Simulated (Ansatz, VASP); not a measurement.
**Os in VASP and in Ansatz**

```
Os
1.0
     2.71752    0.00000    0.00000
    -1.35876    2.35345    0.00000
     0.00000    0.00000    4.28446
Os
2
Direct
  0.33333 0.66667 0.25000
  0.66667 0.33333 0.75000
```

Alike in both runs: task single point; functional LDA; k mesh 13 × 13 × 8; occupations gaussian, width 0.2 eV; no spin polarisation.

|  | VASP | Ansatz |
| --- | --- | --- |
| version | VASP 6.6.1 | Ansatz 0.2.0 |
| potentials or method | VASP PAW LDA potentials, release 64 (Os_sv_GW), cutoff 560 eV | plane waves (420 eV) with PAW, scalar-relativistic |
| valence electrons in the cell | 32 | 32 |

|  | VASP | Ansatz | Ansatz less VASP |
| --- | --- | --- | --- |
| pressure (GPa) | 0.5 | 0.0 | -0.46 |
| traceless stress, the component that is largest in VASP (GPa) | -0.56 | -0.68 | -0.121 |

Ansatz warns that its potentials were made for another functional, while VASP's fit it. LDA's correlation is that of Perdew and Zunger in VASP and of Perdew and Wang (1992) in Ansatz.

Neither program's run includes spin-orbit coupling.
